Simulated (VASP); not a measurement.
Ti3H, 8 atoms in the cell. The cell holds a slab with vacuum, 8 atoms: a = 4.604 Å, b = 4.604 Å, c = 22.497 Å, α = 90.00°, β = 90.00°, γ = 120.00°. 

```yaml
Program: VASP 6.6.1
Task: single point
Functional: PBE
Potentials_or_basis: VASP PAW PBE potentials, release 64 (Ti_sv, H)
Cutoff: 520 eV
k_mesh: 6 × 6 × 1
Occupations: gaussian, width 0.1 eV
Spin: no spin polarisation
Dipole_correction: yes
Further_INCAR_settings: ALGO = Normal; EDIFF = 1e-06; NBANDS = 47
```

Potentials or basis: VASP PAW PBE potentials, release 64 (Ti_sv, H).

Command:

```bash
$ cat potpaw_PBE.64/Ti_sv/POTCAR potpaw_PBE.64/H/POTCAR > POTCAR
$ mpirun -np 1 vasp_std > vasp.out
```

Hardware: 1 thread of Intel(R) Xeon(R) 6975P-C (Granite Rapids), with other jobs on the host.

How long does it take, and how much memory?

Run time: 5 min on 1 thread of Intel(R) Xeon(R) 6975P-C (Granite Rapids) (shared host), peak memory 0.56 GiB. Counts: scf iterations 34, k points 13.
